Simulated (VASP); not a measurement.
Wanted: the native input for a VASP 6.6.1 run.

```
Task                   : electric field gradients
Functional             : PBEsol
Potentials or basis    : VASP PAW PBE potentials, release 64 (Si, Ni)
Cutoff                 : 520 eV
k mesh                 : 8 × 10 × 6
Occupations            : fermi-dirac, width 0.15 eV
Spin                   : no spin polarisation
Dipole correction      : no
Further INCAR settings : ALGO = Normal; EDIFF = 1e-08; NBANDS = 38
```

The structure of SiNi lies in POSCAR:

```
SiNi
1.0
    5.1039670127      0.0000000000      0.0000000000
    0.0000000000      3.3475960595      0.0000000000
    0.0000000000      0.0000000000      5.5332438767
Si Ni
4 4
Direct
    0.3212179394      0.7500000000      0.0857690402
    0.1787820606      0.2500000000      0.5857690402
    0.8212179394      0.7500000000      0.4142309598
    0.6787820606      0.2500000000      0.9142309598
    0.0092114515      0.2500000000      0.1874431825
    0.4907885485      0.7500000000      0.6874431825
    0.5092114515      0.2500000000      0.3125568175
    0.9907885485      0.7500000000      0.8125568175
```

One way to write it, as run:

INCAR

```
SYSTEM = SiNi
PREC = Accurate
ENCUT = 520
EDIFF = 1E-8
ISMEAR = -1
SIGMA = 0.15
LREAL = .False.
LASPH = .True.
NELM = 60
ALGO = Normal
ISIF = 2
LWAVE = .False.
LCHARG = .False.
GGA = PS
LEFG = .True.
NBANDS = 38
```

KPOINTS

```
regular mesh
0
Gamma
  8 10 6
  0 0 0
```

Potentials or basis: VASP PAW PBE potentials, release 64 (Si, Ni).

Launch:

```console
$ cat potpaw_PBE.64/Si/POTCAR potpaw_PBE.64/Ni/POTCAR > POTCAR
$ mpirun -np 1 vasp_std > vasp.out
```

It gave:

```
Pressure                                : 0.2 GPa
Largest force                           : 0.013 eV/Å
Band gap on the k mesh                  : zero (bands 28 and 29 overlap by 1.85 eV)
Largest electric field gradient by atom : Si +20.1; Ni +7.7 V/Å²
```

Caveat: without QUAD_EFG the Cq values of the log hold for a quadrupole moment of 1 mb, not for the nuclei; the PAW data sets were made with another functional, which shifts forces and pressure a little.

Run time: 13 min on 1 thread of Intel Xeon 8259CL (shared host), peak memory 0.44 GiB.
